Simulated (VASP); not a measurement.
HfSiO4:

```
Si Hf O
1.0
     3.24750    0.00000    0.00000
     0.00000    3.24750    0.00000
     0.00000    0.00000    4.72050
Si Hf O
1 1 4
Direct
  0.50000 0.50000 0.50000
  0.00000 0.00000 0.00000
  0.50000 0.00000 0.69721
  0.00000 0.50000 0.80279
  0.00000 0.50000 0.30279
  0.50000 0.00000 0.19721
```

* Program: VASP 6.6.1
* Task: relaxation of cell and atoms
* Functional: PBE
* Potentials or basis: VASP PAW PBE potentials, release 64 (Si, Hf_pv, O)
* Cutoff: 600 eV
* k mesh: 8 × 8 × 6
* Occupations: fermi-dirac, width 0.02 eV
* Spin: no spin polarisation

At the start: pressure 63.9 GPa; volume 8.30 Å³/atom.

Question: How do energy, volume and symmetry change on relaxing?

Answer: Over 27 steps the energy falls by 447.9 meV/atom and the volume is 10.29 Å³/atom (+24.1 %); space group P-4m2 (No. 115, to 0.1 Å) before and after.

The path:
```csv
step,energy change (eV),largest force (eV/Å),pressure (GPa),volume (Å³)
1,0.0000,4.4043,63.93,49.78
2,1.8636,4.4159,-39.09,77.65
3,-2.0840,1.3644,-4.79,59.37
4,-2.1046,1.1035,-1.38,58.57
5,-2.1065,0.9949,0.05,58.26
6,-2.3331,1.0542,-0.77,58.88
7,-2.4698,1.3939,0.03,59.69
8,-2.6324,0.6104,1.16,60.15
9,-2.6745,0.0711,2.57,60.51
10,-2.6747,0.0912,2.70,60.54
11,-2.6798,0.1843,-2.01,61.92
12,-2.6823,0.0841,-0.32,61.41
13,-2.6855,0.0397,-0.30,61.54
14,-2.6862,0.0992,-0.27,61.63
15,-2.6869,0.0579,0.37,61.53
16,-2.6869,0.0505,0.49,61.51
17,-2.6873,0.0110,0.24,61.60
18,-2.6874,0.0338,0.08,61.66
19,-2.6875,0.0258,-0.01,61.71
20,-2.6876,0.0150,-0.13,61.78
21,-2.6876,0.0127,-0.15,61.79
22,-2.6876,0.0179,0.12,61.76
23,-2.6876,0.0080,0.00,61.77
24,-2.6876,0.0081,0.01,61.77
25,-2.6876,0.0079,0.00,61.77
26,-2.6876,0.0078,0.00,61.77
27,-2.6876,0.0040,0.01,61.77
```

Final structure:
```yaml
crystal:
  lattice:
    - [3.33222, 0.00000, 0.00000]
    - [0.00000, 3.33222, 0.00000]
    - [0.00000, 0.00000, 5.56302]
  atoms:
    - { symbol: Si, position: [0.50000, 0.50000, 0.50000] }
    - { symbol: Hf, position: [0.00000, 0.00000, 0.00000] }
    - { symbol: O, position: [0.50000, 0.00000, 0.63173] }
    - { symbol: O, position: [0.00000, 0.50000, 0.82028] }
    - { symbol: O, position: [0.00000, 0.50000, 0.36827] }
    - { symbol: O, position: [0.50000, 0.00000, 0.17972] }
```

Caveat: the volume moved by over 15 % at a fixed basis, so the end points are rough.
